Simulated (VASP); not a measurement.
# Zr in VASP: a series of runs

The runs below take Zr through single point, with PBE.

Program: VASP 6.6.1. These are calculated values, not measurements. Logs are shortened: lines on timing, memory, paths and dates and some standing lists are left out, and cuts for length are marked.

### Step 1. The cell of the first run

The cell holds a slab with vacuum, 5 atoms: a = 3.231 Å, b = 3.231 Å, c = 26.350 Å, α = 90.00°, β = 90.00°, γ = 120.00°.

### Step 2. Single point, PBE

INCAR reads:

```
SYSTEM = Zr
PREC = Accurate ; ENCUT = 520
EDIFF = 1E-6 ; ISMEAR = -1
SIGMA = 0.08 ; LREAL = .False.
LASPH = .True. ; NELM = 80
ALGO = Normal ; ISIF = 2
LWAVE = .False. ; LCHARG = .False.
LDIPOL = .True. ; IDIPOL = 3
DIPOL = 0.5 0.5 0.500 ; GGA = PE
NBANDS = 38
```

KPOINTS reads:

```
Automatic mesh
0
Gamma
  15 15 1
  0 0 0
```

POSCAR reads:

```
Zr
1.0
    3.2310992957      0.0000000000      0.0000000000
   -1.6155496478      2.7982140722      0.0000000000
    0.0000000000      0.0000000000     26.3503000000
Zr
5
Direct
    0.0000000000      0.0000000000      0.3077549329
    0.3333333333      0.6666666667      0.3996974088
    0.0000000000      0.0000000000      0.5000000133
    0.3333333333      0.6666666667      0.6003025912
    0.0000000000      0.0000000000      0.6922450535
```

Potentials or basis: VASP PAW PBE potentials, release 64 (Zr_sv).

Run with:

```sh
> cat potpaw_PBE.64/Zr_sv/POTCAR > POTCAR
> mpirun -np 1 vasp_std > vasp.out
```

OUTCAR:

```text
SYSTEM = Zr
   PREC = Accurate
   ENCUT = 520
   EDIFF = 1E-6
   ISMEAR = -1
   LREAL = .False.
   LASPH = .True.
   NELM = 80
   ISIF = 2
   GGA = PE

 ion  position               nearest neighbor table
   1  0.000  0.000  0.308-   2 3.06   2 3.06   2 3.06
   2  0.333  0.667  0.400-   1 3.06   1 3.06   1 3.06   3 3.24   3 3.24   3 3.24
   3  0.000  0.000  0.500-   4 3.24   4 3.24   4 3.24   2 3.24   2 3.24   2 3.24
   4  0.333  0.667  0.600-   5 3.06   5 3.06   5 3.06   3 3.24   3 3.24   3 3.24
   5  0.000  0.000  0.692-   4 3.06   4 3.06   4 3.06

  LATTYP: Found a hexagonal cell.
 ALAT       =     3.2310992957
 C/A-ratio  =     8.1552120775

  Lattice vectors:

 A1 = (   3.2310992957,   0.0000000000,   0.0000000000)
 A2 = (  -1.6155496478,   2.7982140722,   0.0000000000)
 A3 = (   0.0000000000,   0.0000000000,  26.3503000000)

Analysis of symmetry for initial positions (statically):
=====================================================================
 Subroutine PRICEL returns:
 Original cell was already a primitive cell.

 Routine SETGRP: Setting up the symmetry group for a
 hexagonal supercell.

 Subroutine GETGRP returns: Found 12 space group operations
 (whereof 12 operations were pure point group operations)
 out of a pool of 24 trial point group operations.

The static configuration has the point symmetry D_3h.

Analysis of symmetry for dynamics (positions and initial velocities):
=====================================================================
 Subroutine PRICEL returns:
 Original cell was already a primitive cell.

 Routine SETGRP: Setting up the symmetry group for a
 hexagonal supercell.

 Subroutine GETGRP returns: Found 12 space group operations
 (whereof 12 operations were pure point group operations)
 out of a pool of 24 trial point group operations.

The dynamic configuration has the point symmetry D_3h.

 Subroutine INISYM returns: Found 12 space group operations
 (whereof 12 operations are pure point group operations),
 and found     1 'primitive' translations

----------------------------------------------------------------------------------------

                                     Primitive cell

  volume of cell :     238.2412

  direct lattice vectors                    reciprocal lattice vectors
     3.231099296  0.000000000  0.000000000     0.309492191  0.178685400  0.000000000
    -1.615549648  2.798214072  0.000000000     0.000000000  0.357370799  0.000000000
     0.000000000  0.000000000 26.350300000     0.000000000  0.000000000  0.037950232

  length of vectors
     3.231099296  3.231099296 26.350300000     0.357370799  0.357370799  0.037950232

  position of ions in fractional coordinates (direct lattice)
     0.000000000  0.000000000  0.307754933
     0.333333333  0.666666667  0.399697409
     0.000000000  0.000000000  0.500000013
     0.333333333  0.666666667  0.600302591
     0.000000000  0.000000000  0.692245054

  ion indices of the primitive-cell ions
   primitive index   ion index
                 1           1
                 2           2
                 3           3
                 4           4
                 5           5

----------------------------------------------------------------------------------------

 KPOINTS: Automatic mesh

Automatic generation of k-mesh.
 Grid dimensions read from file:
 generate k-points for:   15   15    1

 Generating k-lattice:

  Cartesian coordinates                     Fractional coordinates (reciprocal lattice)
     0.020632813  0.011912360  0.000000000     0.066666667 -0.000000000  0.000000000
     0.000000000  0.023824720  0.000000000     0.000000000  0.066666667  0.000000000
     0.000000000  0.000000000  0.037950232     0.000000000  0.000000000  1.000000000

  Length of vectors
     0.023824720  0.023824720  0.037950232

  Shift w.r.t. Gamma in fractional coordinates (k-lattice)
     0.000000000  0.000000000  0.000000000

 Subroutine IBZKPT returns following result:
 ===========================================

 Found     27 irreducible k-points:

 Following reciprocal coordinates:
            Coordinates               Weight
  0.000000  0.000000  0.000000      1.000000
  0.066667 -0.000000  0.000000      6.000000
  0.133333 -0.000000  0.000000      6.000000
  0.200000 -0.000000  0.000000      6.000000
  0.266667 -0.000000  0.000000      6.000000
  0.333333 -0.000000  0.000000      6.000000
[... 16 lines left out ...]
  0.333333  0.200000  0.000000     12.000000
  0.400000  0.200000  0.000000      6.000000
 [... further k-points ...]
   k-points           NKPTS =     27   k-points in BZ     NKDIM =     27   number of bands    NBANDS=     38
   number of dos      NEDOS =    301   number of ions     NIONS =      5
   total plane-waves  NPLWV = 112896
   dimension x,y,z NGX =    24 NGY =   24 NGZ =  196
   dimension x,y,z NGXF=    48 NGYF=   48 NGZF=  392
   ions per type =               5
   NGX,Y,Z   is equivalent  to a cutoff of  12.35, 12.35, 12.37 a.u.
   NGXF,Y,Z  is equivalent  to a cutoff of  24.70, 24.70, 24.73 a.u.
 SYSTEM =  Zr
   PREC   = accura    normal or accurate (medium, high low for compatibility)
   ISTART =      0    job   : 0-new  1-cont  2-samecut
   ICHARG =      2    charge: 1-file 2-atom 10-const
   ISPIN  =      1    spin polarized calculation?
   LNONCOLLINEAR =      F non collinear calculations
   LSORBIT =      F    spin-orbit coupling
   LASPH  =      T    aspherical Exc in radial PAW
   ENCUT  =  520.0 eV  38.22 Ry    6.18 a.u.   6.01  6.01 48.99*2*pi/ulx,y,z
   NELM   =     80;   NELMIN=  2; NELMDL= -5     # of ELM steps
   EDIFF  = 0.1E-05   stopping-criterion for ELM
   LREAL  =      F    real-space projection
   EDIFFG = 0.1E-04   stopping-criterion for IOM
   NSW    =      0    number of steps for IOM
   IBRION =     -1    ionic relax: 0-MD 1-quasi-New 2-CG
   NFREE  =      0    steps in history (QN), initial steepest desc. (CG)
   ISIF   =      2    stress and relaxation
   ISYM   =      2    0-nonsym 1-usesym 2-fastsym
   POTIM  = 0.5000    time-step for ionic-motion
   TEBEG  =    0.0;   TEEND  =   0.0 temperature during run
   PSTRESS=    0.0 pullay stress
   NELECT =      60.0000    total number of electrons
   NUPDOWN=      -1.0000    fix difference up-down
   EMIN   =  10.00;   EMAX   =-10.00  energy-range for DOS
   EFERMI =   0.00;   METHOD = LEGACY
   ISMEAR =    -1;   SIGMA  =   0.08  broadening in eV -4-tet -1-fermi 0-gaus
   EFERMI_NEDOS =   21; number of points for ismear=-14 and -15
   IALGO  =     38    algorithm
   IMIX   =      4    mixing-type and parameters
     AMIX     =   0.40;   BMIX     =  1.00
     AMIX_MAG =   1.60;   BMIX_MAG =  1.00
  volume/ion in A,a.u.               =      47.65       321.55
  Fermi-wavevector in a.u.,A,eV,Ry     =   1.033839  1.953673 14.542225  1.068823
  Thomas-Fermi vector in A             =   2.168105
   LORBIT       =      0    0 simple, 1 ext, 2 COOP (PROOUT), +10 PAW based schemes
   GGA     = PE    functional components
   LHFCALC =     F    Hartree Fock is set to
   AEXX    =    0.0000 exact exchange contribution
   IVDW    =     0    specifies the selected vdW correction
   LEPSILON=     F    determine dielectric tensor
   LRPA    =     F    only Hartree local field effects (RPA)
 non-spin polarized calculation
  energy-cutoff  :      520.00
  volume of cell :      238.24
 maximum number of plane-waves:      6476
   NGX = 13   NGY = 13   NGZ = 97

 dipolmoment           0.000000      0.000000      0.000000 electrons x Angstroem

 number of electron      60.0000001 magnetization

 dipolmoment           0.000000      0.000000     -0.000000 electrons x Angstroem

 Free energy of the ion-electron system (eV)
  ---------------------------------------------------
  ext. energy  EPLUGINS =         0.00000000
  ---------------------------------------------------
  free energy    TOTEN  =       -40.88740962 eV

  energy without entropy =      -40.74846863  energy(sigma->0) =      -40.81793912

 E-fermi :   2.3533     XC(G=0):  -6.2016

 val. band max:        2.3478158181   @ k =   0.0667   0.0667   0.0000
 cond. band min:       2.3567780113   @ k =   0.3333   0.2000   0.0000
 fundamental gap:      0.0089621932
 Fermi energy:         2.3532699225

 k-point     1 :       0.0000    0.0000    0.0000
  band No.  band energies     occupation
      1     -46.6326      2.00000
      2     -46.6324      2.00000
      3     -46.3943      2.00000
      4     -46.3054      2.00000
      5     -46.2838      2.00000
      6     -25.0025      2.00000
[... 30 lines left out ...]
     37       3.3741      0.00001
     38       3.5261      0.00000

 k-point     2 :       0.0667   -0.0000    0.0000
  band No.  band energies     occupation
      1     -46.6286      2.00000
      2     -46.6284      2.00000
      3     -46.3902      2.00000
      4     -46.3022      2.00000
      5     -46.2812      2.00000
      6     -24.9919      2.00000
[... 30 lines left out ...]
     37       3.4547      0.00000
     38       3.4844      0.00000

 k-point     3 :       0.1333   -0.0000    0.0000
  band No.  band energies     occupation
      1     -46.6172      2.00000
      2     -46.6170      2.00000
      3     -46.3784      2.00000
      4     -46.2930      2.00000
      5     -46.2738      2.00000
      6     -24.9622      2.00000
[... 30 lines left out ...]
     37       3.5030      0.00000
     38       3.6524      0.00000

 k-point     4 :       0.2000   -0.0000    0.0000
  band No.  band energies     occupation
      1     -46.6004      2.00000
      2     -46.6003      2.00000
      3     -46.3607      2.00000
      4     -46.2796      2.00000
      5     -46.2630      2.00000
      6     -24.9197      2.00000
[... 30 lines left out ...]
     37       3.6639      0.00000
     38       3.9436      0.00000
[... 703 lines left out ...]
      4     -46.2347      2.00000
      5     -46.2298      2.00000
      6     -24.8902      2.00000
[... 30 lines left out ...]
     37       3.5326      0.00000
     38       4.1742      0.00000

 k-point    23 :       0.3333    0.2000    0.0000
  band No.  band energies     occupation
      1     -46.5347      2.00000
      2     -46.5347      2.00000
      3     -46.2880      2.00000
      4     -46.2273      2.00000
      5     -46.2250      2.00000
      6     -24.9153      2.00000
[... 30 lines left out ...]
     37       3.8646      0.00000
     38       4.3416      0.00000

 k-point    24 :       0.4000    0.2000    0.0000
  band No.  band energies     occupation
      1     -46.5314      2.00000
      2     -46.5313      2.00000
      3     -46.2841      2.00000
      4     -46.2246      2.00000
      5     -46.2233      2.00000
      6     -24.9252      2.00000
[... 30 lines left out ...]
     37       4.0217      0.00000
     38       4.4598      0.00000

 [... further k-points ...]

------------------------ aborting loop because EDIFF is reached ----------------------------------------

 vacuum level on the upper side and lower side of the slab       (xc-potential included)        -0.592        -0.592

  FORCE on cell =-STRESS in cart. coord.  units (eV):
  Direction    XX          YY          ZZ          XY          YZ          ZX
  --------------------------------------------------------------------------------------
  -------------------------------------------------------------------------------------
  Total       -1.1734876     -1.1734876     -0.0157573     -0.0000000      0.0000000      0.0000000
  in kB       -7.8917309     -7.8917309     -0.1059680     -0.0000000      0.0000000      0.0000000
  external PRESSURE =      -5.2964766 kB  Pullay stress =       0.0000000 kB

 VOLUME and BASIS-vectors are now :
 -----------------------------------------------------------------------------
  energy-cutoff  :      520.00
  volume of cell :      238.24
      direct lattice vectors                 reciprocal lattice vectors
     3.231099296  0.000000000  0.000000000     0.309492191  0.178685400  0.000000000
    -1.615549648  2.798214072  0.000000000     0.000000000  0.357370799  0.000000000
     0.000000000  0.000000000 26.350300000     0.000000000  0.000000000  0.037950232

 POSITION                                       TOTAL-FORCE (eV/Angst)
 -----------------------------------------------------------------------------------
      0.00000      0.00000      8.10943        -0.000000      0.000000     -0.007089
     -0.00000      1.86548     10.53215        -0.000000      0.000000      0.005342
      0.00000      0.00000     13.17515        -0.000000      0.000000      0.000000
     -0.00000      1.86548     15.81815         0.000000     -0.000000     -0.005342
      0.00000      0.00000     18.24086         0.000000      0.000000      0.007089
 -----------------------------------------------------------------------------------
    total drift:                                0.000001     -0.000000      0.000024

  FREE ENERGIE OF THE ION-ELECTRON SYSTEM (eV)
  ---------------------------------------------------
  free  energy   TOTEN  =       -40.8874096157 eV

  energy  without entropy=      -40.7484686297  energy(sigma->0) =      -40.81793912

 vacuum level on the upper side and lower side of the slab         6.192         6.192
```

It took 5.4 min on 1 thread of Intel Xeon Platinum 8488C (Sapphire Rapids), shared host; peak memory 0.42 GiB.

Results:

```yaml
Free_energy: -40.8874 eV
Largest_force: 0.007 eV/Å
Band_gap_on_the_k_mesh: zero (bands 30 and 31 overlap by 1.20 eV)
```

Forces in eV/Å, atoms in the order of the input:
```
Zr   0.000  0.000 -0.007
Zr   0.000  0.000  0.005
Zr   0.000  0.000  0.000
Zr   0.000  0.000 -0.005
Zr   0.000  0.000  0.007
```

### Step 3. Single point, PBE

INCAR reads:

```
SYSTEM = Zr
PREC     = Accurate       ! precision mode
ENCUT    = 520            ! plane-wave cutoff, eV
EDIFF    = 1E-7           ! SCF threshold, eV
ISMEAR   = -1             ! smearing method
SIGMA    = 0.08           ! smearing width, eV
LREAL    = .FALSE.        ! projectors in reciprocal space
LASPH    = .TRUE.         ! aspherical terms in the spheres
NELM     = 80             ! most SCF steps
ALGO     = Normal         ! electronic algorithm
ISIF     = 2              ! what is computed and relaxed
LWAVE    = .FALSE.        ! write WAVECAR
LCHARG   = .TRUE.         ! write CHGCAR
GGA      = PE             ! functional
LELF     = .TRUE.         ! ELF
LVHAR    = .TRUE.       
NBANDS   = 38             ! bands
```

KPOINTS reads:

```
regular mesh
0
G
  15 15 1
  0 0 0
```

POSCAR is that of step 2.

Potentials or basis: VASP PAW PBE potentials, release 64 (Zr_sv).

Run with:

```sh
> cat potpaw_PBE.64/Zr_sv/POTCAR > POTCAR
> mpirun -np 1 vasp_std > vasp.out
```

Wall time 8.5 min (1 thread of Intel Xeon Platinum 8488C (Sapphire Rapids), shared host); peak memory 0.41 GiB.

It converged, with:

| Quantity | Value |
| --- | --- |
| Free energy | -40.8874 eV |
| Largest force | 0.007 eV/Å |
| Band gap on the k mesh | zero (bands 30 and 31 overlap by 1.20 eV) |

Forces in eV/Å, atoms in the order of the input:
```
Zr   0.000  0.000 -0.007
Zr   0.000  0.000  0.006
Zr   0.000  0.000  0.000
Zr   0.000  0.000 -0.006
Zr   0.000  0.000  0.007
```

Levels at points of the mesh, in eV from the Fermi level:
| k point | band 27 | band 28 | band 29 | band 30 | band 31 | band 32 | band 33 | band 34 |
| --- | --- | --- | --- | --- | --- | --- | --- | --- |
| (0.00, 0.00, 0.00) | -0.14 | 0.51 | 0.52 | 0.70 | 0.70 | 0.78 | 0.78 | 0.81 |

Caveat: there is no dipole correction, which matters where the two faces differ.
